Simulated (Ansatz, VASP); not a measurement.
Two plane-wave programs on BaTe

The input POSCAR:

```
BaTe
1.0
    0.0000000000      3.6825132750      3.4927136154
    3.6825132750      0.0000000000      3.4927136154
    3.6825132750      3.6825132750      0.0000000000
Ba Te
1 1
Direct
    0.0000000000      0.0000000000      0.0000000000
    0.5000000000      0.5000000000      0.5000000000
```

INCAR.step1

```
  PREC = Accurate
  ENCUT = 520
  EDIFF = 1E-5
  ISMEAR = 0
  SIGMA = 0.01
  LREAL = F
  LASPH = T
  NELM = 100
  ALGO = Normal
  ISIF = 2
  LWAVE = T
  GGA = PE
  NBANDS = 15
```

The input INCAR.step2:

```
  PREC = Accurate
  ENCUT = 520
  EDIFF = 1E-7
  ISMEAR = 0
  SIGMA = 0.01
  LREAL = F
  LASPH = T
  NELM = 100
  ALGO = Normal
  ISIF = 2
  LWAVE = F
  LCHARG = T
  GGA = PE
  LHFCALC = T
  HFSCREEN = 0.2079
  PRECFOCK = Normal
  LELF = T
  LVHAR = T
  ISTART = 1
  NBANDS = 15
```

The input KPOINTS:

```
Automatic mesh
0
Gamma
  4 4 4
```

Input for Ansatz:

```yaml
crystal:
  lattice:
    - [0.0, 3.682513275, 3.4927136154]
    - [3.682513275, 0.0, 3.4927136154]
    - [3.682513275, 3.682513275, 0.0]
  atoms:
    - { symbol: Ba, position: [0.0, 0.0, 0.0] }
    - { symbol: Te, position: [0.5, 0.5, 0.5] }
kpoints:
  mp_grid: { grid: [4, 4, 4] }
  band_path:
    path:
      - [0.0, 0.0, 0.0]
      - [0.5, 0.0, 0.5]
      - [0.625, 0.25, 0.625]
      - [0.375, 0.375, 0.75]
      - [0.5, 0.5, 0.5]
      - [0.5, 0.25, 0.75]
    npoints: 1
hamiltonian:
  xc: hse06
scf:
  occupations: { method: fixed }
  n_extra_bands: 4
output:
  forces: true
  stress: true
  eigenvalues: true
```

Change from the starting cell: epitaxial_xy strain +4.2%.

Alike in both runs: task single point; functional HSE06; k mesh 4 × 4 × 4; no spin polarisation.

|  | VASP | Ansatz |
| --- | --- | --- |
| version | VASP 6.6.1 | Ansatz 0.2.0 |
| potentials or method | VASP PAW PBE potentials, release 64 (Ba_sv, Te) | plane waves, PAW |
| plane-wave cutoff (eV) | 520 | 420 |
| occupations | gaussian, width 0.01 eV | fixed |
| valence electrons in the cell | 16 | 26 |

|  | VASP | Ansatz | Ansatz less VASP |
| --- | --- | --- | --- |
| gap on the k mesh at the Fermi level (eV) | 2.37 | 2.42 | +0.045 |
| pressure (GPa) | -1.7 | -1.8 | -0.15 |
| traceless stress, the component that is largest in VASP (GPa) | 1.65 | 1.56 | -0.085 |

VASP's potentials hold 16 valence electrons a cell and Ansatz's 26, so a difference there can come from the potentials and not from the codes. Ansatz's warnings: stress exchange threshold loose, stress scf threshold loose.

Neither program's run includes spin-orbit coupling.
